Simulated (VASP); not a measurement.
SiO2, 6 atoms in the cell. Symmetry: Fd-3m, No. 227, cubic system. The conventional cell has a = 7.143 Å, b = 7.143 Å, c = 7.143 Å, α = 90.00°, β = 90.00°, γ = 90.00°. Si (site symmetry -43m) has 4 O at 1.55 Å within 2.1 Å. O (site symmetry -3m) has 2 Si at 1.55 Å within 2.1 Å.  This cell differs from its parent crystal: strained.

- Program: VASP 6.6.1
- Task: single point
- Functional: PBE
- Potentials or basis: VASP PAW PBE potentials, release 64 (Si, O)
- Cutoff: 520 eV
- k mesh: 6 × 6 × 6
- Occupations: gaussian, width 0.02 eV
- Spin: no spin polarisation
- Dipole correction: no
- Further INCAR settings: ALGO = Normal; EDIFF = 1e-07; NBANDS = 25

Potentials or basis: VASP PAW PBE potentials, release 64 (Si, O).

Command:

```sh
$ cat potpaw_PBE.64/Si/POTCAR potpaw_PBE.64/O/POTCAR > POTCAR
$ mpirun -np 1 vasp_std > vasp.out
```

Hardware: 1 thread of Intel Xeon 8259CL (shared host).

Question: Estimate the wall time of this run.

Answer: Run time: 68 s on 1 thread of Intel Xeon 8259CL (shared host), peak memory 0.23 GiB. Counts: scf iterations 14, k points 16.
